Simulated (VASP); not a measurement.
A run of VASP 6.6.1 is set up as follows.

Contents of INCAR:

```
PREC = Accurate
ENCUT = 520
EDIFF = 1E-7
ISMEAR = 0
SIGMA = 0.05
LREAL = False
LASPH = True
NELM = 60
ALGO = Normal
ISIF = 2
LWAVE = False
LCHARG = False
GGA = PS
NBANDS = 18
```

File KPOINTS:

```
regular mesh
0
Gamma
  8 8 8
```

Contents of POSCAR:

```
HfO2
1.0
    0.0000000000      2.5894065951      2.5220673956
    2.4211846998      0.0000000000      2.5220673956
    2.4211846998      2.5894065951      0.0000000000
Hf O
1 2
Direct
    0.0000000000      0.0000000000      0.0000000000
    0.2500000000      0.2500000000      0.2500000000
    0.7500000000      0.7500000000      0.7500000000
```

Potentials or basis: VASP PAW PBE potentials, release 64 (Hf_pv, O).

Command:

```sh
$ cat potpaw_PBE.64/Hf_pv/POTCAR potpaw_PBE.64/O/POTCAR > POTCAR
$ mpirun -np 1 vasp_std > vasp.out
```

Task: Predict the band gap on the k mesh.

Result: 2.99 eV, indirect (least direct gap 3.23 eV).

Task: Estimate the pressure.

Result: 0.2 GPa.

Stress tensor (GPa, compression positive):
```
 17.71   0.00   0.00
  0.00 -15.02   0.00
  0.00   0.00  -2.03
```

Caveat: the cell differs from its parent crystal (normal strain along x -0.0400, normal strain along y +0.0267); the PAW data sets were made with another functional, which shifts forces and pressure a little; spin-orbit coupling is left out, which moves the levels of the heavy elements. A k mesh can miss the band edges.
